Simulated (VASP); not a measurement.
# HCl in VASP: notebook

HCl is run at these levels: PBE; tasks: single point, relaxation of the atoms.

All numbers are computed with VASP 6.6.1; they aren't measurements. Logs are shortened: lines on timing, memory, paths and dates and some standing lists are left out, and cuts for length are marked.

## (1) The cell of the first run

The cell holds a disordered packing, 24 atoms: a = 9.266 Å, b = 9.266 Å, c = 9.266 Å, α = 90.00°, β = 90.00°, γ = 90.00°.

## (2) Single point, PBE

Contents of INCAR:

```
SYSTEM = HCl
PREC = Accurate
ENCUT = 520
EDIFF = 1E-6
ISMEAR = -1
SIGMA = 0.02
LREAL = Auto
LASPH = .True.
NELM = 80
ALGO = Normal
ISIF = 2
LWAVE = .False.
LCHARG = .False.
GGA = PE
NBANDS = 66
```

Contents of KPOINTS:

```
Automatic mesh
0
Gamma
  1 1 1
  0 0 0
```

Contents of POSCAR:

```
HCl
1.0
    9.2661270000      0.0000000000      0.0000000000
    0.0000000000      9.2661270000      0.0000000000
    0.0000000000      0.0000000000      9.2661270000
Cl H
12 12
Direct
   -0.0568249718      0.6914683841      0.0944908353
    0.1300893011      0.6194985940      0.7670603225
    0.4773166021      0.5546427284      0.0457835328
    0.4545172023      0.9792690249      0.5385514566
    0.1199858489      0.2914513554      0.0880583934
    0.5918278335      0.1596805377      1.0705559997
    0.8718726959      0.9235323234      0.4514366747
    0.7179812891      0.5859731180      0.5782977574
    0.2894228667      0.8991098372      0.1123125898
    0.3230846577      0.6153261341      0.4097024340
    0.9063245068      1.0109713040      0.8987906808
    1.0068496360      0.3338893652      0.5417262701
    0.0094132021      0.6372209114     -0.0183806540
    0.0817016213      0.5049272260      0.6984574556
    0.5273865137      0.4235511211      0.0453902468
    0.4162744917      0.8560658621      0.4807823309
    0.0616613290      0.1808388002      0.0237678579
    0.7018248896      0.1053747978      1.0000186297
    1.0098876294      0.9034092914      0.4420420550
    0.7863268105      0.7055001106      0.5465703493
    0.3955925771      0.9882456986      0.0877356626
    0.3751723977      0.5925312116      0.2809097699
    0.9235714491      0.8956057807      0.9815381483
    0.8936051204      0.4191665821      0.5265190010
```

Potentials or basis: VASP PAW PBE potentials, release 64 (Cl, H).

Launch:

```sh
$ cat potpaw_PBE.64/Cl/POTCAR potpaw_PBE.64/H/POTCAR > POTCAR
$ mpirun -np 1 vasp_gam > vasp.out
```

OUTCAR:

```text
SYSTEM = HCl
   PREC = Accurate
   ENCUT = 520
   EDIFF = 1E-6
   ISMEAR = -1
   LREAL = Auto
   LASPH = .True.
   NELM = 80
   ISIF = 2
   GGA = PE

 ion  position               nearest neighbor table
   1  0.943  0.691  0.094-  13 1.31
   2  0.130  0.619  0.767-  14 1.32
   3  0.477  0.555  0.046-  15 1.30
   4  0.455  0.979  0.539-  16 1.31
   5  0.120  0.291  0.088-  17 1.30
   6  0.592  0.160  0.071-  18 1.31
[... 16 lines left out ...]
  23  0.924  0.896  0.982-  11 1.33
  24  0.894  0.419  0.527-  12 1.32

  LATTYP: Found a simple cubic cell.
 ALAT       =     9.2661270000

  Lattice vectors:

 A1 = (   9.2661270000,   0.0000000000,   0.0000000000)
 A2 = (   0.0000000000,   9.2661270000,   0.0000000000)
 A3 = (   0.0000000000,   0.0000000000,   9.2661270000)

Analysis of symmetry for initial positions (statically):
=====================================================================
 Subroutine PRICEL returns:
 Original cell was already a primitive cell.

 Routine SETGRP: Setting up the symmetry group for a
 simple cubic supercell.

 Subroutine GETGRP returns: Found  1 space group operations
 (whereof  1 operations were pure point group operations)
 out of a pool of 48 trial point group operations.

The static configuration has the point symmetry C_1 .

Analysis of symmetry for dynamics (positions and initial velocities):
=====================================================================
 Subroutine PRICEL returns:
 Original cell was already a primitive cell.

 Routine SETGRP: Setting up the symmetry group for a
 simple cubic supercell.

 Subroutine GETGRP returns: Found  1 space group operations
 (whereof  1 operations were pure point group operations)
 out of a pool of 48 trial point group operations.

The dynamic configuration has the point symmetry C_1 .

 Subroutine INISYM returns: Found  1 space group operations
 (whereof  1 operations are pure point group operations),
 and found     1 'primitive' translations

----------------------------------------------------------------------------------------

                                     Primitive cell

  volume of cell :     795.5999

  direct lattice vectors                    reciprocal lattice vectors
     9.266127000  0.000000000  0.000000000     0.107919954  0.000000000  0.000000000
     0.000000000  9.266127000  0.000000000     0.000000000  0.107919954  0.000000000
     0.000000000  0.000000000  9.266127000     0.000000000  0.000000000  0.107919954

  length of vectors
     9.266127000  9.266127000  9.266127000     0.107919954  0.107919954  0.107919954

  position of ions in fractional coordinates (direct lattice)
     0.943175028  0.691468384  0.094490835
     0.130089301  0.619498594  0.767060323
     0.477316602  0.554642728  0.045783533
     0.454517202  0.979269025  0.538551457
     0.119985849  0.291451355  0.088058393
     0.591827833  0.159680538  0.070556000
[... 16 lines left out ...]
     0.923571449  0.895605781  0.981538148
     0.893605120  0.419166582  0.526519001

  ion indices of the primitive-cell ions
   primitive index   ion index
                 1           1
                 2           2
                 3           3
                 4           4
                 5           5
                 6           6
[... 16 lines left out ...]
                23          23
                24          24

----------------------------------------------------------------------------------------

 KPOINTS: Automatic mesh

Automatic generation of k-mesh.
 Grid dimensions read from file:
 generate k-points for:    1    1    1

 Generating k-lattice:

  Cartesian coordinates                     Fractional coordinates (reciprocal lattice)
     0.107919954  0.000000000  0.000000000     1.000000000  0.000000000  0.000000000
     0.000000000  0.107919954  0.000000000     0.000000000  1.000000000  0.000000000
     0.000000000  0.000000000  0.107919954     0.000000000  0.000000000  1.000000000

  Length of vectors
     0.107919954  0.107919954  0.107919954

  Shift w.r.t. Gamma in fractional coordinates (k-lattice)
     0.000000000  0.000000000  0.000000000

 Subroutine IBZKPT returns following result:
 ===========================================

 Found      1 irreducible k-points:

 Following reciprocal coordinates:
            Coordinates               Weight
  0.000000  0.000000  0.000000      1.000000
   k-points           NKPTS =      1   k-points in BZ     NKDIM =      1   number of bands    NBANDS=     66
   number of dos      NEDOS =    301   number of ions     NIONS =     24
   total plane-waves  NPLWV = 343000
   dimension x,y,z NGX =    70 NGY =   70 NGZ =   70
   dimension x,y,z NGXF=   140 NGYF=  140 NGZF=  140
   ions per type =              12  12
   NGX,Y,Z   is equivalent  to a cutoff of  12.56, 12.56, 12.56 a.u.
   NGXF,Y,Z  is equivalent  to a cutoff of  25.12, 25.12, 25.12 a.u.
 SYSTEM =  HCl
   PREC   = accura    normal or accurate (medium, high low for compatibility)
   ISTART =      0    job   : 0-new  1-cont  2-samecut
   ICHARG =      2    charge: 1-file 2-atom 10-const
   ISPIN  =      1    spin polarized calculation?
   LNONCOLLINEAR =      F non collinear calculations
   LSORBIT =      F    spin-orbit coupling
   LASPH  =      T    aspherical Exc in radial PAW
   ENCUT  =  520.0 eV  38.22 Ry    6.18 a.u.  17.23 17.23 17.23*2*pi/ulx,y,z
   NELM   =     80;   NELMIN=  2; NELMDL= -5     # of ELM steps
   EDIFF  = 0.1E-05   stopping-criterion for ELM
   LREAL  =      T    real-space projection
   EDIFFG = 0.1E-04   stopping-criterion for IOM
   NSW    =      0    number of steps for IOM
   IBRION =     -1    ionic relax: 0-MD 1-quasi-New 2-CG
   NFREE  =      0    steps in history (QN), initial steepest desc. (CG)
   ISIF   =      2    stress and relaxation
   ISYM   =      2    0-nonsym 1-usesym 2-fastsym
   POTIM  = 0.5000    time-step for ionic-motion
   TEBEG  =    0.0;   TEEND  =   0.0 temperature during run
   PSTRESS=    0.0 pullay stress
   NELECT =      96.0000    total number of electrons
   NUPDOWN=      -1.0000    fix difference up-down
   EMIN   =  10.00;   EMAX   =-10.00  energy-range for DOS
   EFERMI =   0.00;   METHOD = LEGACY
   ISMEAR =    -1;   SIGMA  =   0.02  broadening in eV -4-tet -1-fermi 0-gaus
   EFERMI_NEDOS =   21; number of points for ismear=-14 and -15
   IALGO  =     38    algorithm
   IMIX   =      4    mixing-type and parameters
     AMIX     =   0.40;   BMIX     =  1.00
     AMIX_MAG =   1.60;   BMIX_MAG =  1.00
  volume/ion in A,a.u.               =      33.15       223.71
  Fermi-wavevector in a.u.,A,eV,Ry     =   0.808972  1.528736  8.904145  0.654436
  Thomas-Fermi vector in A             =   1.917877
   LORBIT       =      0    0 simple, 1 ext, 2 COOP (PROOUT), +10 PAW based schemes
   GGA     = PE    functional components
[... 5 lines left out ...]
 non-spin polarized calculation
  energy-cutoff  :      520.00
  volume of cell :      795.60
 maximum number of plane-waves:     10684
 NGX is ok and might be reduce to    70
   NGX = 35   NGY = 35   NGZ = 35

 number of electron      95.9999999 magnetization

 Free energy of the ion-electron system (eV)
  ---------------------------------------------------
  ext. energy  EPLUGINS =         0.00000000
  ---------------------------------------------------
  free energy    TOTEN  =       -74.58446952 eV

  energy without entropy =      -74.58446952  energy(sigma->0) =      -74.58446952

 E-fermi :  -4.1281     XC(G=0):  -5.2048

 val. band max:       -4.6322185545   @ k =   0.0000   0.0000   0.0000
 cond. band min:       0.8651569566   @ k =   0.0000   0.0000   0.0000
 fundamental gap:      5.4973755111
 Fermi energy:        -4.1280808146

 k-point     1 :       0.0000    0.0000    0.0000
  band No.  band energies     occupation
      1     -18.7817      2.00000
      2     -18.6580      2.00000
      3     -18.5687      2.00000
      4     -18.4607      2.00000
      5     -18.3915      2.00000
      6     -18.2891      2.00000
[... 52 lines left out ...]
     59       2.9245      0.00000
     60       2.9713      0.00000
 [bands above 60 left out]

------------------------ aborting loop because EDIFF is reached ----------------------------------------

  FORCE on cell =-STRESS in cart. coord.  units (eV):
  Direction    XX          YY          ZZ          XY          YZ          ZX
  --------------------------------------------------------------------------------------
  -------------------------------------------------------------------------------------
  Total       -1.1371754     -1.6803174     -0.8145318      0.1277691     -0.5263524      0.2492244
  in kB       -2.2900411     -3.3838193     -1.6403023      0.2573011     -1.0599673      0.5018876
  external PRESSURE =      -2.4380543 kB  Pullay stress =       0.0000000 kB

 VOLUME and BASIS-vectors are now :
 -----------------------------------------------------------------------------
  energy-cutoff  :      520.00
  volume of cell :      795.60
      direct lattice vectors                 reciprocal lattice vectors
     9.266127000  0.000000000  0.000000000     0.107919954  0.000000000  0.000000000
     0.000000000  9.266127000  0.000000000     0.000000000  0.107919954  0.000000000
     0.000000000  0.000000000  9.266127000     0.000000000  0.000000000  0.107919954

 POSITION                                       TOTAL-FORCE (eV/Angst)
 -----------------------------------------------------------------------------------
      8.73958      6.40723      0.87556         0.030871     -0.027710     -0.089843
      1.20542      5.74035      7.10768        -0.028908     -0.112052     -0.068034
      4.42288      5.13939      0.42424         0.070645     -0.143699      0.002253
      4.21161      9.07403      4.99029        -0.091271     -0.323589     -0.159468
      1.11180      2.70063      0.81596        -0.081865     -0.156401     -0.100678
      5.48395      1.47962      0.65378         0.047062     -0.021334     -0.016309
[... 16 lines left out ...]
      8.55793      8.29880      9.09506        -0.052664      0.086732     -0.070250
      8.28026      3.88405      4.87879         0.298575     -0.214685      0.086547
 -----------------------------------------------------------------------------------
    total drift:                               -0.000485     -0.000428     -0.000768

  FREE ENERGIE OF THE ION-ELECTRON SYSTEM (eV)
  ---------------------------------------------------
  free  energy   TOTEN  =       -74.5844695198 eV

  energy  without entropy=      -74.5844695198  energy(sigma->0) =      -74.58446952
```

Run time: 2.4 min. Hardware: 1 thread of Intel Xeon 8259CL, shared host; peak memory 0.66 GiB.

Results:

```yaml
Free_energy: -74.5845 eV
Pressure: -0.2 GPa
Largest_force: 0.411 eV/Å
```

Forces on the atoms (eV/Å):
```
Cl   0.031 -0.028 -0.090
Cl  -0.029 -0.112 -0.068
Cl   0.071 -0.144  0.002
Cl  -0.091 -0.324 -0.159
Cl  -0.082 -0.156 -0.101
Cl   0.047 -0.021 -0.016
Cl   0.194 -0.033 -0.026
Cl   0.071  0.127 -0.034
Cl   0.177  0.146 -0.066
Cl   0.033 -0.018 -0.077
Cl  -0.003 -0.083  0.050
Cl  -0.319  0.259 -0.010
H   -0.044  0.043  0.056
H    0.068  0.102  0.065
H   -0.056  0.143  0.018
H    0.091  0.268  0.141
H    0.097  0.172  0.110
H   -0.063  0.028  0.053
H   -0.192  0.005  0.021
H   -0.065 -0.140 -0.006
H   -0.171 -0.148  0.039
H   -0.011  0.040  0.081
H   -0.053  0.087 -0.070
H    0.299 -0.215  0.087
```

Stress tensor (GPa, compression positive):
```
-0.23  0.03  0.05
 0.03 -0.34 -0.11
 0.05 -0.11 -0.16
```

Caveat: the k points lie up to 0.68 Å⁻¹ apart.

(Continued in part 2 of 2.)
